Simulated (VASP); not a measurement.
# Nb (P6_3/mmc) in VASP: a series of runs

Nb is run at these levels: PBE; tasks: relaxation of cell and atoms, single point.

Everything below comes from runs of VASP 6.6.1. Logs are shortened: lines on timing, memory, paths and dates and some standing lists are left out, and cuts for length are marked.

## 1. The cell of the first run

Symmetry: P6_3/mmc, No. 194, hexagonal system. The conventional cell has a = 2.852 Å, b = 2.852 Å, c = 5.304 Å, α = 90.00°, β = 90.00°, γ = 120.00°. Within 3.8 Å of Nb (site symmetry -6m2) lie 12 Nb at 2.85 to 3.12 Å.

This isn't the form of Nb at room conditions, which is bcc.

## 2. Relaxation of cell and atoms, PBE

Contents of INCAR:

```
PREC = Accurate
ENCUT = 600
EDIFF = 1E-7
ISMEAR = -1
SIGMA = 0.05
LREAL = F
LASPH = T
NELM = 80
ALGO = Normal
ISIF = 3
LWAVE = F
LCHARG = F
GGA = PE
IBRION = 2
NSW = 80
EDIFFG = -0.03
```

Contents of KPOINTS:

```
regular mesh
0
Gamma
  9 9 4
```

Contents of POSCAR:

```
Nb
1.0
    2.8515684503      0.0000000000      0.0000000000
   -1.4257842251      2.4695307186      0.0000000000
    0.0000000000      0.0000000000      5.3042372707
Nb
2
Direct
    0.3333333333      0.6666666667      0.2500000000
    0.6666666667      0.3333333333      0.7500000000
```

Potentials or basis: VASP PAW PBE potentials, release 64 (Nb_sv).

The run is started by

```
$ cat potpaw_PBE.64/Nb_sv/POTCAR > POTCAR
$ mpirun -np 1 vasp_std > vasp.out
```

OUTCAR:

```text
PREC = Accurate
   ENCUT = 600
   EDIFF = 1E-7
   ISMEAR = -1
   LREAL = F
   LASPH = T
   NELM = 80
   ISIF = 3
   GGA = PE
   IBRION = 2
   NSW = 80
   EDIFFG = -0.03

 ion  position               nearest neighbor table
   1  0.333  0.667  0.250-
   2  0.667  0.333  0.750-

  LATTYP: Found a hexagonal cell.
 ALAT       =     2.8515684503
 C/A-ratio  =     1.8601122025

  Lattice vectors:

 A1 = (   2.8515684503,   0.0000000000,   0.0000000000)
 A2 = (  -1.4257842251,   2.4695307186,   0.0000000000)
 A3 = (   0.0000000000,   0.0000000000,   5.3042372707)

Analysis of symmetry for initial positions (statically):
=====================================================================
 Subroutine PRICEL returns:
 Original cell was already a primitive cell.

 Routine SETGRP: Setting up the symmetry group for a
 hexagonal supercell.

 Subroutine GETGRP returns: Found 24 space group operations
 (whereof 12 operations were pure point group operations)
 out of a pool of 24 trial point group operations.

The static configuration has the point symmetry D_3d.
 The point group associated with its full space group is D_6h.

Analysis of symmetry for dynamics (positions and initial velocities):
=====================================================================
 Subroutine PRICEL returns:
 Original cell was already a primitive cell.

 Routine SETGRP: Setting up the symmetry group for a
 hexagonal supercell.

 Subroutine GETGRP returns: Found 24 space group operations
 (whereof 12 operations were pure point group operations)
 out of a pool of 24 trial point group operations.

The dynamic configuration has the point symmetry D_3d.
 The point group associated with its full space group is D_6h.

 Subroutine INISYM returns: Found 24 space group operations
 (whereof 12 operations are pure point group operations),
 and found     1 'primitive' translations

----------------------------------------------------------------------------------------

                                     Primitive cell

  volume of cell :      37.3526

  direct lattice vectors                    reciprocal lattice vectors
     2.851568450  0.000000000  0.000000000     0.350684200  0.202467617  0.000000000
[... 91 lines left out ...]
   NFREE  =      1    steps in history (QN), initial steepest desc. (CG)
   ISIF   =      3    stress and relaxation
   ISYM   =      2    0-nonsym 1-usesym 2-fastsym
   POTIM  = 0.5000    time-step for ionic-motion
   TEBEG  =    0.0;   TEEND  =   0.0 temperature during run
   PSTRESS=    0.0 pullay stress
   NELECT =      26.0000    total number of electrons
   NUPDOWN=      -1.0000    fix difference up-down
   EMIN   =  10.00;   EMAX   =-10.00  energy-range for DOS
   EFERMI =   0.00;   METHOD = LEGACY
   ISMEAR =    -1;   SIGMA  =   0.05  broadening in eV -4-tet -1-fermi 0-gaus
   EFERMI_NEDOS =   21; number of points for ismear=-14 and -15
   IALGO  =     38    algorithm
   IMIX   =      4    mixing-type and parameters
     AMIX     =   0.40;   BMIX     =  1.00
     AMIX_MAG =   1.60;   BMIX_MAG =  1.00
  volume/ion in A,a.u.               =      18.68       126.03
  Fermi-wavevector in a.u.,A,eV,Ry     =   1.450860  2.741728 28.640198  2.104995
  Thomas-Fermi vector in A             =   2.568424
   LORBIT       =      0    0 simple, 1 ext, 2 COOP (PROOUT), +10 PAW based schemes
   GGA     = PE    functional components
   LHFCALC =     F    Hartree Fock is set to
   AEXX    =    0.0000 exact exchange contribution
   IVDW    =     0    specifies the selected vdW correction
   LEPSILON=     F    determine dielectric tensor
   LRPA    =     F    only Hartree local field effects (RPA)
 conjugate gradient relaxation of ions
 non-spin polarized calculation
  energy-cutoff  :      600.00
  volume of cell :       37.35
 maximum number of plane-waves:      1260
 NGX is ok and might be reduce to    24
   NGX = 11   NGY = 11   NGZ = 21

--------------------------------------- Ionic step        1  -------------------------------------------

 number of electron      25.9999997 magnetization

 Free energy of the ion-electron system (eV)
  ---------------------------------------------------
  ext. energy  EPLUGINS =         0.00000000
  ---------------------------------------------------
  free energy    TOTEN  =       -19.86285461 eV

  energy without entropy =      -19.83734241  energy(sigma->0) =      -19.85009851

------------------------ aborting loop because EDIFF is reached ----------------------------------------

  FORCE on cell =-STRESS in cart. coord.  units (eV):
  Direction    XX          YY          ZZ          XY          YZ          ZX
  --------------------------------------------------------------------------------------
  -------------------------------------------------------------------------------------
  Total       -0.0722413     -0.0722413     -0.1259648     -0.0000000     -0.0000000     -0.0000000
  in kB       -3.0986661     -3.0986661     -5.4030466     -0.0000000     -0.0000000     -0.0000000
  external PRESSURE =      -3.8667929 kB  Pullay stress =       0.0000000 kB
[... 59 lines left out ...]
--------------------------------------- Ionic step        3  -------------------------------------------

 number of electron      25.9999998 magnetization

 Free energy of the ion-electron system (eV)
  ---------------------------------------------------
  ext. energy  EPLUGINS =         0.00000000
  ---------------------------------------------------
  free energy    TOTEN  =       -19.86298035 eV

  energy without entropy =      -19.83761817  energy(sigma->0) =      -19.85029926

 E-fermi :  11.0702     XC(G=0): -12.3064

 val. band max:       11.0459179243   @ k =   0.4444   0.1111   0.2500
 cond. band min:      11.0814729497   @ k =   0.2222   0.2222   0.0000
 fundamental gap:      0.0355550254
 Fermi energy:        11.0702269770

 k-point     1 :       0.0000    0.0000    0.0000
  band No.  band energies     occupation
      1     -43.6812      2.00000
      2     -43.5666      2.00000
      3     -20.1494      2.00000
      4     -19.2687      2.00000
      5     -18.9688      2.00000
      6     -18.9688      2.00000
[... 457 lines left out ...]
      4     -19.9339      2.00000
      5     -19.9339      2.00000
      6     -19.8103      2.00000
[... 9 lines left out ...]
     16      13.1320      0.00000
     17      14.7858      0.00000

 [... further k-points ...]

------------------------ aborting loop because EDIFF is reached ----------------------------------------

  FORCE on cell =-STRESS in cart. coord.  units (eV):
  Direction    XX          YY          ZZ          XY          YZ          ZX
  --------------------------------------------------------------------------------------
  -------------------------------------------------------------------------------------
  Total        0.0212932      0.0212932     -0.0238168      0.0000000     -0.0000000     -0.0000000
  in kB        0.9156971      0.9156971     -1.0242223      0.0000000     -0.0000000     -0.0000000
  external PRESSURE =       0.2690573 kB  Pullay stress =       0.0000000 kB
[... 17 lines left out ...]
  FREE ENERGIE OF THE ION-ELECTRON SYSTEM (eV)
  ---------------------------------------------------
  free  energy   TOTEN  =       -19.8629803488 eV

  energy  without entropy=      -19.8376181724  energy(sigma->0) =      -19.85029926

 reached required accuracy - stopping structural energy minimisation
```

OSZICAR:

```text
N       E                     dE             d eps       ncg     rms          rms(c)
DAV:   1     0.324331702428E+03    0.32433E+03   -0.16622E+04  1224   0.178E+03
DAV:   2     0.312576873521E+01   -0.32121E+03   -0.31758E+03  1468   0.654E+02
DAV:   3    -0.195309381052E+02   -0.22657E+02   -0.22121E+02  2354   0.127E+02
DAV:   4    -0.206263843777E+02   -0.10954E+01   -0.10691E+01  1584   0.246E+01
[... 30 lines left out ...]
DAV:   7    -0.198629800777E+02    0.24479E-06   -0.21293E-06  1881   0.124E-02    0.175E-03
DAV:   8    -0.198629804553E+02   -0.37758E-06   -0.14020E-07   886   0.385E-03    0.487E-04
DAV:   9    -0.198629802159E+02    0.23942E-06   -0.18310E-08   667   0.204E-03    0.693E-04
DAV:  10    -0.198629803599E+02   -0.14404E-06   -0.75390E-09   669   0.137E-03    0.537E-05
DAV:  11    -0.198629803488E+02    0.11172E-07   -0.34795E-09   665   0.920E-04
   3 F= -.19862980E+02 E0= -.19850299E+02  d E =-.125735E-03
```

Wall time 93 s (1 thread of Intel Xeon 8259CL, shared host); peak memory 0.18 GiB.

What came out:

```
Free energy                           : -19.8630 eV
Relaxed volume                        : 18.63 Å³/atom
Relaxed cell                          : a = 2.850 Å, b = 2.850 Å, c = 5.298 Å, α = 90.00°, β = 90.00°, γ = 120.00°
Space group after relaxing (to 0.1 Å) : P6_3/mmc (No. 194)
Energy gained by relaxing             : 0.1 meV/atom
Ionic steps                           : 3
Pressure after relaxing               : 0.0 GPa
Band gap on the k mesh                : zero (bands 13 and 14 overlap by 2.64 eV)
```

The path:
| step | energy change (eV) | largest force (eV/Å) | pressure (GPa) | volume (Å³) |
| --- | --- | --- | --- | --- |
| 1 | 0.0000 | 0.0000 | -0.39 | 37.35 |
| 2 | 0.0002 | 0.0000 | 0.67 | 37.11 |
| 3 | -0.0001 | 0.0000 | 0.03 | 37.26 |

Final structure:
```
Nb
1.0
     2.84960    0.00000    0.00000
    -1.42480    2.46783    0.00000
     0.00000    0.00000    5.29786
Nb
2
Cartesian
  0.0000 1.6452 1.3245
  1.4248 0.8226 3.9734
```

## 3. Single point, PBE

Contents of INCAR:

```
SYSTEM = Nb
ALGO = Normal
EDIFF = 1E-7
ENCUT = 520
GGA = PE
ISIF = 2
ISMEAR = -1
LASPH = .True.
LCHARG = .True.
LELF = .True.
LREAL = .False.
LVHAR = .True.
LWAVE = .False.
NBANDS = 20
NELM = 60
PREC = Accurate
SIGMA = 0.05
```

Contents of KPOINTS:

```
k-points
0
Gamma
  9 9 5
  0 0 0
```

POSCAR is that of step 2.

Potentials or basis: VASP PAW PBE potentials, release 64 (Nb_sv).

The run is started by

```
$ cat potpaw_PBE.64/Nb_sv/POTCAR > POTCAR
$ mpirun -np 1 vasp_std > vasp.out
```

It took 45 s on 1 thread of Intel Xeon 8259CL, shared host; peak memory 0.16 GiB.

Results (log left out):

```yaml
Free_energy: -19.8586 eV
Pressure: -0.3 GPa
Band_gap_on_the_k_mesh: zero (bands 13 and 14 overlap by 1.99 eV)
```

Levels at points of the mesh, in eV from the Fermi level:
```
           k point  band 11  band 12  band 13  band 14  band 15  band 16
(0.00, 0.00, 0.00)    -1.14     0.27     0.34     0.34     0.75     0.75
```

(Continued in part 2 of 2.)
